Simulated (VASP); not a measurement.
Input of a VASP 6.6.1 run:

The input POSCAR:

```
As
1.0
   -1.6601131187      1.6601131187      1.6601131187
    1.6601131187     -1.6601131187      1.6601131187
    1.6601131187      1.6601131187     -1.6601131187
As
1
Direct
    0.0000000000      0.0000000000      0.0000000000
```

Contents of INCAR.step1:

```
SYSTEM = As
ALGO = Normal ; EDIFF = 1E-5
EDIFFG = -0.005 ; ENCUT = 550
GGA = PE ; GGA_COMPAT = .FALSE.
IBRION = 2 ; ISIF = 3
ISMEAR = -1 ; LASPH = .TRUE.
LCHARG = .FALSE. ; LREAL = .FALSE.
LWAVE = .TRUE. ; NELM = 120
NELMIN = 4 ; NSW = 100
PREC = Accurate ; SIGMA = 0.1
```

INCAR.step2

```
SYSTEM = As
ALGO = Normal ; EDIFF = 1E-7
EDIFFG = -0.01 ; ENCUT = 550
GGA_COMPAT = .FALSE. ; IBRION = 2
ISIF = 3 ; ISMEAR = -1
ISTART = 1 ; LASPH = .TRUE.
LCHARG = .FALSE. ; LMIXTAU = .TRUE.
LREAL = .FALSE. ; LWAVE = .FALSE.
METAGGA = R2SCAN ; NELM = 120
NELMIN = 4 ; NSW = 80
PREC = Accurate ; SIGMA = 0.1
```

Contents of KPOINTS:

```
k-points
0
G
  13 13 13
  0 0 0
```

Potentials or basis: VASP PAW PBE potentials, release 64 (As).

The run is started by

```console
$ cat potpaw_PBE.64/As/POTCAR > POTCAR
$ cp INCAR.step1 INCAR
$ mpirun -np 1 vasp_std > vasp.out
$ cp INCAR.step2 INCAR
$ mpirun -np 1 vasp_std > vasp.out
```

Question: What does it give for the relaxed cell?

Answer: a = 2.900 Å, b = 2.900 Å, c = 2.900 Å, α = 109.47°, β = 109.47°, γ = 109.47°.

Question: Predict the band gap on the k mesh.

Answer: Zero (an odd number of electrons rules out a gap without spin polarisation).

Question: What does it give for the relaxed volume?

Answer: 18.78 Å³/atom.

The path:
```tsv
step	energy change (eV)	largest force (eV/Å)	pressure (GPa)	volume (Å³)
1	0.0000	0.0000	2.28	18.30
2	-0.0027	0.0000	-0.92	19.00
3	-0.0033	0.0000	0.01	18.78
```

Caveat: the PAW data sets were made with another functional, which shifts forces and pressure a little.
